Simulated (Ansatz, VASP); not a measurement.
Al3Ni2 in VASP and in Ansatz

```
CELL_PARAMETERS angstrom
3.90306 0.00000 0.00000
-1.95153 3.38015 0.00000
0.00000 0.00000 4.85946
ATOMIC_POSITIONS crystal
Al 0.00000 0.00000 0.00000
Al 0.33333 0.66667 0.64778
Al 0.66667 0.33333 0.35222
Ni 0.33333 0.66667 0.14557
Ni 0.66667 0.33333 0.85443
```

Change from the starting cell: strain -0.025 along x and y, +0.000 along z, atoms carried along.

Alike in both runs: task single point; functional PBEsol; k mesh 12 × 12 × 10; occupations gaussian, width 0.15 eV; no spin polarisation.

|  | VASP | Ansatz |
| --- | --- | --- |
| version | VASP 6.6.1 | Ansatz 0.2.0 |
| potentials or method | VASP PAW PBE potentials, release 64 (Al, Ni), cutoff 520 eV | scalar-relativistic, plane waves, PAW |
| valence electrons in the cell | 29 | 45 |

VASP gave:

```
gap on the k mesh at the Fermi level (eV)                     : none
pressure (GPa)                                                : 8.2
traceless stress, the component that is largest in VASP (GPa) : -3.67
rms of the force components (eV/Å)                            : 0.056
```

Task: What did Ansatz give for the same quantities?

Result: gap on the k mesh at the Fermi level (eV): none; pressure (GPa): 8.0; traceless stress, the component that is largest in VASP (GPa): -3.72; rms of the force components (eV/Å): 0.052.

VASP's potentials were made for PBE, not for PBEsol. Atom by atom the forces differ by 0.005 eV/Å (rms over components). A gap of «none» marks a metal or a gap that the smearing closes. The functional is the same, so the differences come from potentials, cutoffs and numerics. VASP's potentials hold 29 valence electrons a cell and Ansatz's 45, so a difference there can come from the potentials and not from the codes.
